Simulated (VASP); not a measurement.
## TiAl: single point with PBEsol

TiAl:

```
CELL_PARAMETERS angstrom
3.64388 0.00000 0.00000
0.00000 3.64388 0.00000
0.00000 0.00000 2.36852
ATOMIC_POSITIONS crystal
Ti 0.00000 0.00000 0.00000
Al 0.50000 0.50000 0.50000
```

This cell differs from its parent crystal: ratio of the length along z to the lengths across it x 0.65, volume and fractional coordinates fixed.

* Program: VASP 6.6.1
* Task: single point
* Functional: PBEsol
* Potentials or basis: VASP PAW PBE potentials, release 64 (Ti_sv, Al)
* Cutoff: 520 eV
* k mesh: 22 × 22 × 22
* Occupations: gaussian, width 0.15 eV
* Spin: no spin polarisation

```json
{"Pressure": "7.1 GPa", "Band gap on the k mesh": "zero (an odd number of electrons rules out a gap without spin polarisation)"}
```

Stress tensor (GPa, compression positive):
```
-4.74  0.00  0.00
 0.00 -4.74  0.00
 0.00  0.00 30.83
```

Levels at points of the mesh, in eV from the Fermi level:
```
           k point  band 6  band 7  band 8  band 9  band 10  band 11
(0.00, 0.00, 0.00)   -1.86   -1.65    0.56    1.08     1.08     3.85
(0.50, 0.00, 0.00)   -5.39   -1.50   -1.41    1.66     3.67     3.88
(0.50, 0.50, 0.00)   -3.28   -3.28   -1.99    1.66     1.83     3.42
(0.00, 0.00, 0.50)   -2.32   -1.16   -1.16    0.89     1.96     5.54
(0.50, 0.00, 0.50)   -2.01   -0.88   -0.17    0.97     0.99     2.89
(0.50, 0.50, 0.50)   -2.68   -2.51    2.08    2.62     3.34     3.34
```

Wall time 18 min on 1 thread of Intel Xeon 8259CL (shared host), peak memory 0.5 GiB.

Caveat: the cell stands under pressure; the PAW data sets were made with another functional, which shifts forces and pressure a little.
